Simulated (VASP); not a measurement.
# KZnF3 (Pm-3m) in VASP: further runs

The runs below take KZnF3 through single point, with PBE.

Program: VASP 6.6.1. These are calculated values, not measurements. Logs are shortened: lines on timing, memory, paths and dates and some standing lists are left out, and cuts for length are marked.

### Step 1. The cell of the first run

It takes space group Pm-3m (No. 221, cubic). The conventional cell has a = 4.050 Å, b = 4.050 Å, c = 4.050 Å, α = 90.00°, β = 90.00°, γ = 90.00°. K (site symmetry m-3m) has 12 F at 2.86 Å and 8 Zn at 3.51 Å within 3.8 Å. Within 2.7 Å of Zn (site symmetry m-3m) lie 6 F at 2.02 Å. F (site symmetry 4/mmm) has 2 Zn at 2.02 Å within 2.7 Å.

### Step 2. Single point, PBE

Input file INCAR:

```
PREC     = Accurate       # precision mode
ENCUT    = 520            # plane-wave cutoff, eV
EDIFF    = 1E-7           # SCF threshold, eV
ISMEAR   = 0              # smearing method
SIGMA    = 0.05           # smearing width, eV
LREAL    = F              # projectors in reciprocal space
LASPH    = T              # aspherical terms in the spheres
NELM     = 80             # most SCF steps
ALGO     = Normal         # electronic algorithm
ISIF     = 2              # what is computed and relaxed
LWAVE    = F              # write WAVECAR
LCHARG   = T              # write CHGCAR
GGA      = PE             # functional
LELF     = T              # ELF
LVHAR    = T            
NBANDS   = 29             # bands
```

Input file KPOINTS:

```
Automatic mesh
0
Gamma
  6 6 6
```

Input file POSCAR:

```
KZnF3
1.0
    4.0500000000      0.0000000000      0.0000000000
    0.0000000000      4.0500000000      0.0000000000
    0.0000000000      0.0000000000      4.0500000000
K Zn F
1 1 3
Direct
    0.0000000000      0.0000000000      0.0000000000
    0.5000000000      0.5000000000      0.5000000000
    0.5000000000      0.5000000000      0.0000000000
    0.0000000000      0.5000000000      0.5000000000
    0.5000000000      0.0000000000      0.5000000000
```

Potentials or basis: VASP PAW PBE potentials, release 64 (K_sv, Zn, F).

Run with:

```bash
> cat potpaw_PBE.64/K_sv/POTCAR potpaw_PBE.64/Zn/POTCAR potpaw_PBE.64/F/POTCAR > POTCAR
> mpirun -np 1 vasp_std > vasp.out
```

OUTCAR:

```text
PREC = Accurate
   ENCUT = 520
   EDIFF = 1E-7
   ISMEAR = 0
   LREAL = F
   LASPH = T
   NELM = 80
   ISIF = 2
   GGA = PE

 ion  position               nearest neighbor table
   1  0.000  0.000  0.000-
   2  0.500  0.500  0.500-   3 2.02   4 2.02   5 2.02   3 2.02   5 2.02   4 2.02
   3  0.500  0.500  0.000-   2 2.02   2 2.02
   4  0.000  0.500  0.500-   2 2.02   2 2.02
   5  0.500  0.000  0.500-   2 2.02   2 2.02

  LATTYP: Found a simple cubic cell.
 ALAT       =     4.0500000000

  Lattice vectors:

 A1 = (   4.0500000000,   0.0000000000,   0.0000000000)
 A2 = (   0.0000000000,   4.0500000000,   0.0000000000)
 A3 = (   0.0000000000,   0.0000000000,   4.0500000000)

Analysis of symmetry for initial positions (statically):
=====================================================================
 Subroutine PRICEL returns:
 Original cell was already a primitive cell.

 Routine SETGRP: Setting up the symmetry group for a
 simple cubic supercell.

 Subroutine GETGRP returns: Found 48 space group operations
[... 9 lines left out ...]

 Routine SETGRP: Setting up the symmetry group for a
 simple cubic supercell.

 Subroutine GETGRP returns: Found 48 space group operations
[... 11 lines left out ...]
                                     Primitive cell

  volume of cell :      66.4301

  direct lattice vectors                    reciprocal lattice vectors
     4.050000000  0.000000000  0.000000000     0.246913580  0.000000000  0.000000000
     0.000000000  4.050000000  0.000000000     0.000000000  0.246913580  0.000000000
     0.000000000  0.000000000  4.050000000     0.000000000  0.000000000  0.246913580

  length of vectors
     4.050000000  4.050000000  4.050000000     0.246913580  0.246913580  0.246913580

  position of ions in fractional coordinates (direct lattice)
     0.000000000  0.000000000  0.000000000
     0.500000000  0.500000000  0.500000000
     0.500000000  0.500000000  0.000000000
     0.000000000  0.500000000  0.500000000
     0.500000000  0.000000000  0.500000000

  ion indices of the primitive-cell ions
   primitive index   ion index
                 1           1
                 2           2
                 3           3
                 4           4
                 5           5

----------------------------------------------------------------------------------------

 KPOINTS: Automatic mesh

Automatic generation of k-mesh.
 Grid dimensions read from file:
 generate k-points for:    6    6    6

 Generating k-lattice:

  Cartesian coordinates                     Fractional coordinates (reciprocal lattice)
     0.041152263  0.000000000  0.000000000     0.166666667  0.000000000  0.000000000
     0.000000000  0.041152263  0.000000000     0.000000000  0.166666667  0.000000000
     0.000000000  0.000000000  0.041152263     0.000000000  0.000000000  0.166666667

  Length of vectors
     0.041152263  0.041152263  0.041152263

  Shift w.r.t. Gamma in fractional coordinates (k-lattice)
     0.000000000  0.000000000  0.000000000

 Subroutine IBZKPT returns following result:
 ===========================================

 Found     20 irreducible k-points:

 Following reciprocal coordinates:
            Coordinates               Weight
  0.000000  0.000000  0.000000      1.000000
  0.166667  0.000000  0.000000      6.000000
  0.333333  0.000000  0.000000      6.000000
  0.500000  0.000000  0.000000      3.000000
  0.166667  0.166667  0.000000     12.000000
  0.333333  0.166667  0.000000     24.000000
[... 12 lines left out ...]
  0.500000  0.500000  0.333333      6.000000
  0.500000  0.500000  0.500000      1.000000
   k-points           NKPTS =     20   k-points in BZ     NKDIM =     20   number of bands    NBANDS=     29
   number of dos      NEDOS =    301   number of ions     NIONS =      5
   total plane-waves  NPLWV =  27000
   dimension x,y,z NGX =    30 NGY =   30 NGZ =   30
   dimension x,y,z NGXF=    60 NGYF=   60 NGZF=   60
   ions per type =               1   1   3
   NGX,Y,Z   is equivalent  to a cutoff of  12.31, 12.31, 12.31 a.u.
   NGXF,Y,Z  is equivalent  to a cutoff of  24.63, 24.63, 24.63 a.u.
 SYSTEM =  unknown system
   PREC   = accura    normal or accurate (medium, high low for compatibility)
   ISTART =      0    job   : 0-new  1-cont  2-samecut
   ICHARG =      2    charge: 1-file 2-atom 10-const
   ISPIN  =      1    spin polarized calculation?
   LNONCOLLINEAR =      F non collinear calculations
   LSORBIT =      F    spin-orbit coupling
   LASPH  =      T    aspherical Exc in radial PAW
   ENCUT  =  520.0 eV  38.22 Ry    6.18 a.u.   7.53  7.53  7.53*2*pi/ulx,y,z
   NELM   =     80;   NELMIN=  2; NELMDL= -5     # of ELM steps
   EDIFF  = 0.1E-06   stopping-criterion for ELM
   LREAL  =      F    real-space projection
   EDIFFG = 0.1E-05   stopping-criterion for IOM
   NSW    =      0    number of steps for IOM
   IBRION =     -1    ionic relax: 0-MD 1-quasi-New 2-CG
   NFREE  =      0    steps in history (QN), initial steepest desc. (CG)
   ISIF   =      2    stress and relaxation
   ISYM   =      2    0-nonsym 1-usesym 2-fastsym
   POTIM  = 0.5000    time-step for ionic-motion
   TEBEG  =    0.0;   TEEND  =   0.0 temperature during run
   PSTRESS=    0.0 pullay stress
   NELECT =      42.0000    total number of electrons
   NUPDOWN=      -1.0000    fix difference up-down
   EMIN   =  10.00;   EMAX   =-10.00  energy-range for DOS
   EFERMI =   0.00;   METHOD = LEGACY
   ISMEAR =     0;   SIGMA  =   0.05  broadening in eV -4-tet -1-fermi 0-gaus
   EFERMI_NEDOS =   21; number of points for ismear=-14 and -15
   IALGO  =     38    algorithm
   IMIX   =      4    mixing-type and parameters
     AMIX     =   0.40;   BMIX     =  1.00
     AMIX_MAG =   1.60;   BMIX_MAG =  1.00
  volume/ion in A,a.u.               =      13.29        89.66
  Fermi-wavevector in a.u.,A,eV,Ry     =   1.405086  2.655228 26.861528  1.974267
  Thomas-Fermi vector in A             =   2.527583
   LORBIT       =      0    0 simple, 1 ext, 2 COOP (PROOUT), +10 PAW based schemes
   GGA     = PE    functional components
   LHFCALC =     F    Hartree Fock is set to
   AEXX    =    0.0000 exact exchange contribution
   IVDW    =     0    specifies the selected vdW correction
   LEPSILON=     F    determine dielectric tensor
   LRPA    =     F    only Hartree local field effects (RPA)
 non-spin polarized calculation
 Gauss-broadening in eV      SIGMA  =   0.05
  energy-cutoff  :      520.00
  volume of cell :       66.43
 maximum number of plane-waves:      1811
   NGX = 15   NGY = 15   NGZ = 15

 number of electron      41.9999978 magnetization

 Free energy of the ion-electron system (eV)
  ---------------------------------------------------
  ext. energy  EPLUGINS =         0.00000000
  ---------------------------------------------------
  free energy    TOTEN  =       -20.26460985 eV

  energy without entropy =      -20.26460985  energy(sigma->0) =      -20.26460985

 E-fermi :  -0.5347     XC(G=0):  -9.8790

 val. band max:       -0.7560871628   @ k =   0.5000   0.5000   0.5000
 cond. band min:       3.0365831908   @ k =   0.0000   0.0000   0.0000
 fundamental gap:      3.7926703536
 Fermi energy:        -0.5347339118

 k-point     1 :       0.0000    0.0000    0.0000
  band No.  band energies     occupation
      1     -27.8532      2.00000
      2     -22.3684      2.00000
      3     -21.7413      2.00000
      4     -21.7413      2.00000
      5     -11.3393      2.00000
      6     -11.3393      2.00000
[... 21 lines left out ...]
     28      10.2732      0.00000
     29      13.3978      0.00000

 k-point     2 :       0.1667    0.0000    0.0000
  band No.  band energies     occupation
      1     -27.8477      2.00000
      2     -22.3357      2.00000
      3     -21.7714      2.00000
      4     -21.7401      2.00000
      5     -11.3388      2.00000
      6     -11.3281      2.00000
[... 21 lines left out ...]
     28      10.3461      0.00000
     29      13.1717      0.00000

 k-point     3 :       0.3333    0.0000    0.0000
  band No.  band energies     occupation
      1     -27.8366      2.00000
      2     -22.2589      2.00000
      3     -21.8421      2.00000
      4     -21.7361      2.00000
      5     -11.3376      2.00000
      6     -11.3056      2.00000
[... 21 lines left out ...]
     28      10.5046      0.00000
     29      12.7227      0.00000

 k-point     4 :       0.5000    0.0000    0.0000
  band No.  band energies     occupation
      1     -27.8311      2.00000
      2     -22.2095      2.00000
      3     -21.8889      2.00000
      4     -21.7344      2.00000
      5     -11.3370      2.00000
      6     -11.2942      2.00000
[... 21 lines left out ...]
     28      11.5277      0.00000
     29      11.8021      0.00000

 k-point     5 :       0.1667    0.1667    0.0000
  band No.  band energies     occupation
      1     -27.8425      2.00000
      2     -22.3021      2.00000
      3     -21.7829      2.00000
      4     -21.7543      2.00000
      5     -11.3548      2.00000
      6     -11.3172      2.00000
[... 21 lines left out ...]
     28      10.3811      0.00000
     29      12.7434      0.00000
[... 382 lines left out ...]
     28      10.8320      0.00000
     29      12.3385      0.00000

 k-point    18 :       0.5000    0.3333    0.3333
  band No.  band energies     occupation
      1     -27.8100      2.00000
      2     -21.9709      2.00000
      3     -21.8937      2.00000
      4     -21.8499      2.00000
      5     -11.4544      2.00000
      6     -11.4479      2.00000
[... 21 lines left out ...]
     28      11.8109      0.00000
     29      11.8195      0.00000

 k-point    19 :       0.5000    0.5000    0.3333
  band No.  band energies     occupation
      1     -27.8069      2.00000
      2     -21.9070      2.00000
      3     -21.8917      2.00000
      4     -21.8917      2.00000
      5     -11.4760      2.00000
      6     -11.4760      2.00000
[... 21 lines left out ...]
     28      11.8227      0.00000
     29      12.2010      0.00000

 k-point    20 :       0.5000    0.5000    0.5000
  band No.  band energies     occupation
      1     -27.8042      2.00000
      2     -21.8869      2.00000
      3     -21.8869      2.00000
      4     -21.8869      2.00000
      5     -11.4990      2.00000
      6     -11.4990      2.00000
[... 21 lines left out ...]
     28      11.7715      0.00000
     29      12.7448      0.00000

------------------------ aborting loop because EDIFF is reached ----------------------------------------

  FORCE on cell =-STRESS in cart. coord.  units (eV):
  Direction    XX          YY          ZZ          XY          YZ          ZX
  --------------------------------------------------------------------------------------
  -------------------------------------------------------------------------------------
  Total        2.0338954      2.0338954      2.0338954      0.0000000      0.0000000     -0.0000000
  in kB       49.0539661     49.0539661     49.0539661      0.0000000      0.0000000     -0.0000000
  external PRESSURE =      49.0539661 kB  Pullay stress =       0.0000000 kB

 VOLUME and BASIS-vectors are now :
 -----------------------------------------------------------------------------
  energy-cutoff  :      520.00
  volume of cell :       66.43
      direct lattice vectors                 reciprocal lattice vectors
     4.050000000  0.000000000  0.000000000     0.246913580  0.000000000  0.000000000
     0.000000000  4.050000000  0.000000000     0.000000000  0.246913580  0.000000000
     0.000000000  0.000000000  4.050000000     0.000000000  0.000000000  0.246913580

 POSITION                                       TOTAL-FORCE (eV/Angst)
 -----------------------------------------------------------------------------------
      0.00000      0.00000      0.00000         0.000000      0.000000      0.000000
      2.02500      2.02500      2.02500         0.000000      0.000000      0.000000
      2.02500      2.02500      0.00000         0.000000      0.000000      0.000000
      0.00000      2.02500      2.02500         0.000000      0.000000      0.000000
      2.02500      0.00000      2.02500         0.000000      0.000000      0.000000
 -----------------------------------------------------------------------------------
    total drift:                                0.000000      0.000000     -0.000000

  FREE ENERGIE OF THE ION-ELECTRON SYSTEM (eV)
  ---------------------------------------------------
  free  energy   TOTEN  =       -20.2646098519 eV

  energy  without entropy=      -20.2646098519  energy(sigma->0) =      -20.26460985
```

It took 39 s on 1 thread of AMD EPYC 7R43 (Zen 3), shared host; peak memory 0.15 GiB.

What came out:

```
Free energy            : -20.2646 eV
Pressure               : 4.9 GPa
Band gap on the k mesh : 3.79 eV, indirect (least direct gap 5.65 eV)
```

A k mesh can miss the band edges.

(Part 1 of 2 ends here.)
